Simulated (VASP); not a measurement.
# AlN: relaxation of cell and atoms with PBE

AlN:

```xyz
4
Lattice="2.9644 -4.6647 0.0000 2.9644 4.6647 0.0000 0.0000 0.0000 2.9503" Properties=species:S:1:pos:R:3 pbc="T T T"
Al    0.0000    0.0000    0.0000
Al    2.9644    0.0000    1.4752
N     4.2003    0.0000    0.0000
N     1.7284    0.0000    0.0000
```

```yaml
Program: VASP 6.6.1
Task: relaxation of cell and atoms
Functional: PBE
Potentials_or_basis: VASP PAW PBE potentials, release 64 (Al, N)
Cutoff: 600 eV
k_mesh: 8 × 8 × 12
Occupations: gaussian, width 0.01 eV
Spin: no spin polarisation
Dipole_correction: no
Further_INCAR_settings: ALGO = Normal; EDIFF = 1e-07; IBRION = 2; EDIFFG = -0.01; NSW = 100; ISIF = 3
```

```yaml
Relaxed_volume: 20.39 Å³/atom
Relaxed_cell: a = 5.526 Å, b = 5.526 Å, c = 2.949 Å, α = 90.00°, β = 90.00°, γ = 115.12°
Space_group_after_relaxing_to_0.05_Å: Cmmm (No. 65)
Energy_gained_by_relaxing: 0.0 meV/atom
Ionic_steps: 3
Pressure_after_relaxing: 0.0 GPa
Largest_force_after_relaxing: 0.005 eV/Å
Band_gap_on_the_k_mesh: 0.09 eV, indirect (least direct gap 0.31 eV)
```

Forces on the atoms (eV/Å):
```
Al   0.000  0.000  0.000
Al   0.000  0.000  0.000
N    0.005  0.000  0.000
N   -0.005  0.000  0.000
```

Final structure:
```xyz
4
Lattice="2.9645 -4.6640 0.0000 2.9645 4.6640 0.0000 0.0000 0.0000 2.9491" Properties=species:S:1:pos:R:3 pbc="T T T"
Al    0.0000    0.0000    0.0000
Al    2.9645    0.0000    1.4746
N     4.1999    0.0000    0.0000
N     1.7291    0.0000    0.0000
```

Levels at points of the mesh, in eV from the valence-band top:
```
           k point  band 4  band 5  band 6  band 7  band 8  band 9  band 10  band 11  band 12
(0.00, 0.00, 0.00)   -2.64   -1.36   -1.18   -0.93   -0.22    0.09     2.25     4.11     7.28
(0.50, 0.00, 0.00)   -3.90   -2.56   -1.94   -0.85   -0.32    2.03     3.07     5.05     5.33
(0.50, 0.50, 0.00)   -3.37   -1.35   -0.92   -0.86   -0.23    0.95     3.36     4.80     5.38
(0.00, 0.00, 0.50)   -5.06   -3.58   -1.28   -0.95   -0.16    1.10     4.46     5.08     5.62
(0.50, 0.00, 0.50)   -4.34   -4.08   -2.30   -1.14   -0.57    2.16     4.63     5.22     5.69
(0.50, 0.50, 0.50)   -5.09   -3.61   -1.63   -0.95    0.00    0.92     3.36     5.39     6.13
```

Wall time 2.4 min on 1 thread of Intel(R) Xeon(R) Platinum 8488C (Sapphire Rapids), on a shared host, peak memory 0.34 GiB.

A k mesh can miss the band edges.
